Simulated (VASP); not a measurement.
# Te2Mo in VASP: single point with PBE+D3(BJ)

Aim: the single point of Te2Mo with PBE+D3(BJ).

Everything below comes from runs of VASP 6.6.1. Logs are shortened: lines on timing, memory, paths and dates and some standing lists are left out, and cuts for length are marked.

**1. The cell of the first run**

The cell holds a slab with vacuum, 12 atoms: a = 3.469 Å, b = 6.330 Å, c = 28.021 Å, α = 90.00°, β = 90.00°, γ = 90.00°.

**2. Single point, PBE+D3(BJ)**

The input, INCAR:

```
SYSTEM = Te2Mo
PREC     = Accurate       ! precision mode
ENCUT    = 520            ! plane-wave cutoff, eV
EDIFF    = 1E-6           ! SCF threshold, eV
ISMEAR   = 0              ! smearing method
SIGMA    = 0.05           ! smearing width, eV
LREAL    = .False.        ! projectors in reciprocal space
LASPH    = .True.         ! aspherical terms in the spheres
NELM     = 60             ! most SCF steps
ALGO     = Normal         ! electronic algorithm
ISIF     = 2              ! what is computed and relaxed
LWAVE    = .False.        ! write WAVECAR
LCHARG   = .False.        ! write CHGCAR
LDIPOL   = .True.       
IDIPOL   = 3            
DIPOL    = 0.5 0.5 0.500
GGA      = PE             ! functional
IVDW     = 12             ! dispersion correction
NBANDS   = 64             ! bands
```

The input, KPOINTS:

```
Automatic mesh
0
Gamma
  7 4 1
  0 0 0
```

The input, POSCAR:

```
Te2Mo
1.0
    3.4690000000      0.0000000000      0.0000000000
    0.0000000000      6.3300000000      0.0000000000
    0.0000000000      0.0000000000     28.0206132451
Te Mo
8 4
Direct
    0.2500000000      0.5031018379      0.3082840168
    0.7500000000      0.9951591951      0.3291750416
    0.2500000000      0.8537693426      0.4323690012
    0.7500000000      0.3439102567      0.4550750185
    0.7500000000      0.7760425084      0.5446451728
    0.2500000000      0.2794157568      0.5676658631
    0.7500000000      0.4230503957      0.6707769552
    0.2500000000      0.9288908105      0.6917214340
    0.7500000000      0.6055192732      0.3784813799
    0.2500000000      0.2425811779      0.3849656542
    0.2500000000      0.6702661817      0.6145536776
    0.7500000000      0.0321463435      0.6216945995
```

Potentials or basis: VASP PAW PBE potentials, release 64 (Te, Mo_sv).

Command:

```sh
$ cat potpaw_PBE.64/Te/POTCAR potpaw_PBE.64/Mo_sv/POTCAR > POTCAR
$ mpirun -np 1 vasp_std > vasp.out
```

OUTCAR:

```text
SYSTEM = Te2Mo
   PREC = Accurate
   ENCUT = 520
   EDIFF = 1E-6
   ISMEAR = 0
   LREAL = .False.
   LASPH = .True.
   NELM = 60
   ISIF = 2
   GGA = PE
   IVDW = 12
 IVDW          = 12

 ion  position               nearest neighbor table
   1  0.250  0.503  0.308-   9 2.70   9 2.70  10 2.71   2 3.61   2 3.61
   2  0.750  0.995  0.329-  10 2.81  10 2.81   9 2.83   3 3.49   3 3.49   1 3.61   1 3.61
   3  0.250  0.854  0.432-   9 2.79   9 2.79  10 2.80   2 3.49   2 3.49   4 3.61   4 3.61   5 3.63
                             5 3.63
   4  0.750  0.344  0.455-  10 2.70  10 2.70   9 2.71   3 3.61   3 3.61   6 3.62   6 3.62
   5  0.750  0.776  0.545-  12 2.70  11 2.70  11 2.70   3 3.63   3 3.63   6 3.65   6 3.65
   6  0.250  0.279  0.568-  12 2.78  12 2.78  11 2.80   7 3.49   7 3.49   4 3.62   4 3.62   5 3.65
                             5 3.65
   7  0.750  0.423  0.671-  11 2.82  11 2.82  12 2.83   6 3.49   6 3.49   8 3.62   8 3.62
   8  0.250  0.929  0.692-  12 2.70  12 2.70  11 2.71   7 3.62   7 3.62
   9  0.750  0.606  0.378-   1 2.70   1 2.70   4 2.71   3 2.79   3 2.79   2 2.83  10 2.88  10 2.88

  10  0.250  0.243  0.385-   4 2.70   4 2.70   1 2.71   3 2.80   2 2.81   2 2.81   9 2.88   9 2.88

  11  0.250  0.670  0.615-   5 2.70   5 2.70   8 2.71   6 2.80   7 2.82   7 2.82  12 2.88  12 2.88

  12  0.750  0.032  0.622-   8 2.70   8 2.70   5 2.70   6 2.78   6 2.78   7 2.83  11 2.88  11 2.88

  LATTYP: Found a simple orthorhombic cell.
 ALAT       =     3.4690000000
 B/A-ratio  =     1.8247333526
 C/A-ratio  =     8.0774324719

  Lattice vectors:

 A1 = (   3.4690000000,   0.0000000000,   0.0000000000)
 A2 = (   0.0000000000,   6.3300000000,   0.0000000000)
 A3 = (   0.0000000000,   0.0000000000,  28.0206132451)

Analysis of symmetry for initial positions (statically):
=====================================================================
 Subroutine PRICEL returns:
 Original cell was already a primitive cell.

 Routine SETGRP: Setting up the symmetry group for a
 simple orthorhombic supercell.

 Subroutine GETGRP returns: Found  2 space group operations
 (whereof  1 operations were pure point group operations)
 out of a pool of  8 trial point group operations.

The static configuration has the point symmetry C_1 .
 The point group associated with its full space group is C_1h.

Analysis of symmetry for dynamics (positions and initial velocities):
=====================================================================
 Subroutine PRICEL returns:
 Original cell was already a primitive cell.

 Routine SETGRP: Setting up the symmetry group for a
 simple orthorhombic supercell.

 Subroutine GETGRP returns: Found  2 space group operations
 (whereof  1 operations were pure point group operations)
 out of a pool of  8 trial point group operations.
[... 133 lines left out ...]
   LORBIT       =      0    0 simple, 1 ext, 2 COOP (PROOUT), +10 PAW based schemes
   GGA     = PE    functional components
   LHFCALC =     F    Hartree Fock is set to
   AEXX    =    0.0000 exact exchange contribution
   IVDW    =    12    specifies the selected vdW correction
   LEPSILON=     F    determine dielectric tensor
   LRPA    =     F    only Hartree local field effects (RPA)
 non-spin polarized calculation
 Gauss-broadening in eV      SIGMA  =   0.05
  energy-cutoff  :      520.00
  volume of cell :      615.30
 maximum number of plane-waves:     16679
 NGX is ok and might be reduce to    28
   NGX = 13   NGY = 23   NGZ =105

 dipolmoment           0.000000      0.000000     -0.002647 electrons x Angstroem

 number of electron     104.0000001 magnetization

 dipolmoment           0.000000      0.000000      0.005349 electrons x Angstroem

 Free energy of the ion-electron system (eV)
  ---------------------------------------------------
  ext. energy  EPLUGINS =         0.00000000
  ---------------------------------------------------
  free energy    TOTEN  =       -71.76537680 eV

  energy without entropy =      -71.76075266  energy(sigma->0) =      -71.76306473

 E-fermi :   1.8016     XC(G=0):  -5.5215

 val. band max:        1.7840692283   @ k =   0.1429   0.0000   0.0000
 cond. band min:       1.8321585509   @ k =   0.0000   0.5000   0.0000
 fundamental gap:      0.0480893226
 Fermi energy:         1.8015947713

 k-point     1 :       0.0000    0.0000    0.0000
  band No.  band energies     occupation
      1     -59.3046      2.00000
      2     -59.2736      2.00000
      3     -59.2443      2.00000
      4     -59.2122      2.00000
      5     -33.5629      2.00000
      6     -33.5356      2.00000
[... 793 lines left out ...]
     63       4.2314      0.00000
     64       4.3162      0.00000

------------------------ aborting loop because EDIFF is reached ----------------------------------------

 vacuum level on the upper side and lower side of the slab       (xc-potential included)        -0.249        -0.291

 Edisp (eV)   -5.62552

 E8    (eV) :    -2.6666

  FORCE on cell =-STRESS in cart. coord.  units (eV):
  Direction    XX          YY          ZZ          XY          YZ          ZX
  --------------------------------------------------------------------------------------
  -------------------------------------------------------------------------------------
  Total      -1.35657    -0.96697    -0.00731     0.00000     0.00688     0.00000
  in kB      -3.53239    -2.51789    -0.01902     0.00000     0.01793     0.00000
  external pressure =       -2.02 kB  Pullay stress =        0.00 kB

 VOLUME and BASIS-vectors are now :
 -----------------------------------------------------------------------------
  energy-cutoff  :      520.00
  volume of cell :      615.30
      direct lattice vectors                 reciprocal lattice vectors
     3.469000000  0.000000000  0.000000000     0.288267512  0.000000000  0.000000000
     0.000000000  6.330000000  0.000000000     0.000000000  0.157977883  0.000000000
     0.000000000  0.000000000 28.020613245     0.000000000  0.000000000  0.035688013

 POSITION                                       TOTAL-FORCE (eV/Angst)
 -----------------------------------------------------------------------------------
      0.86725      3.18463      8.63831         0.000000     -0.001198     -0.009489
      2.60175      6.29936      9.22369         0.000000     -0.002133     -0.007710
      0.86725      5.40436     12.11524         0.000000     -0.003031      0.002303
      2.60175      2.17695     12.75148         0.000000      0.003240      0.007517
      2.60175      4.91235     15.26129         0.000000      0.004178     -0.010290
      0.86725      1.76870     15.90635         0.000000      0.002728     -0.004325
      2.60175      2.67791     18.79558         0.000000     -0.001408      0.010042
      0.86725      5.87988     19.38246         0.000000     -0.000758      0.011291
      2.60175      3.83294     10.60528         0.000000      0.014663      0.016210
      0.86725      1.53554     10.78697         0.000000     -0.013747     -0.000768
      0.86725      4.24278     17.22017         0.000000     -0.014799     -0.004215
      2.60175      0.20349     17.42026         0.000000      0.012265     -0.010569
 -----------------------------------------------------------------------------------
    total drift:                               -0.000000     -0.000061      0.000549

  FREE ENERGIE OF THE ION-ELECTRON SYSTEM (eV)
  ---------------------------------------------------
  free  energy   TOTEN  =       -77.3908931184 eV

  energy  without entropy=      -77.3862689856  energy(sigma->0) =      -77.38858105

 vacuum level on the upper side and lower side of the slab         6.033         5.989
```

OSZICAR:

```text
N       E                     dE             d eps       ncg     rms          rms(c)
DAV:   1     0.812398067483E+03    0.81240E+03   -0.51131E+04  1904   0.133E+03
DAV:   2    -0.105239973986E+02   -0.82292E+03   -0.80270E+03  1952   0.297E+02
[... 23 lines left out ...]
DAV:  26    -0.717653600757E+02   -0.46285E-04   -0.77661E-06  1448   0.748E-03    0.482E-03
DAV:  27    -0.717653623203E+02   -0.22446E-05   -0.43411E-07   992   0.201E-03    0.468E-03
DAV:  28    -0.717653641850E+02   -0.18647E-05   -0.10561E-07   904   0.103E-03    0.445E-03
DAV:  29    -0.717653737882E+02   -0.96032E-05   -0.67125E-07  1096   0.218E-03    0.362E-03
DAV:  30    -0.717653768490E+02   -0.30608E-05   -0.17658E-07   960   0.120E-03    0.313E-03
DAV:  31    -0.717653767955E+02    0.53558E-07   -0.35717E-08   888   0.604E-04
   1 F= -.77390893E+02 E0= -.77388581E+02  d E =-.462413E-02
```

stdout:

```text
POSCAR found type information on POSCAR TeMo
 POSCAR found :  2 types and      12 ions
 scaLAPACK will be used
 LDA part: xc-table for (Slater+PW92), standard interpolation
 POSCAR, INCAR and KPOINTS ok, starting setup
 FFT: planning ... GRIDC
 FFT: planning ... GRID_SOFT
 FFT: planning ... GRID
 WAVECAR not read
 entering main loop
```

It took 35 min on 1 thread of Intel Xeon 8259CL, shared host; peak memory 0.8 GiB.

Results:

```
Free energy                : -77.3909 eV
Largest force              : 0.022 eV/Å
Band gap on the k mesh     : zero (band 52 reaches 1.97 eV, above the bottom of band 53 at 1.77 eV)
Dispersion energy per atom : -0.469 eV
```

Forces on the atoms (eV/Å):
```
Te   0.000 -0.001 -0.009
Te   0.000 -0.002 -0.008
Te   0.000 -0.003  0.002
Te   0.000  0.003  0.008
Te   0.000  0.004 -0.010
Te   0.000  0.003 -0.004
Te   0.000 -0.001  0.010
Te   0.000 -0.001  0.011
Mo   0.000  0.015  0.016
Mo   0.000 -0.014 -0.001
Mo   0.000 -0.015 -0.004
Mo   0.000  0.012 -0.011
```

Levels at points of the mesh, in eV from the Fermi level:
```
           k point  band 48  band 49  band 50  band 51  band 52  band 53  band 54  band 55  band 56  band 57
(0.00, 0.00, 0.00)    -0.65    -0.41    -0.08     0.11     0.17     0.49     0.65     0.92     1.01     1.30
(0.00, 0.50, 0.00)    -0.89    -0.86    -0.81    -0.71    -0.46    -0.03     0.03     0.88     0.95     1.32
```

Caveat: spin-orbit coupling is left out, which moves the levels of the heavy elements.
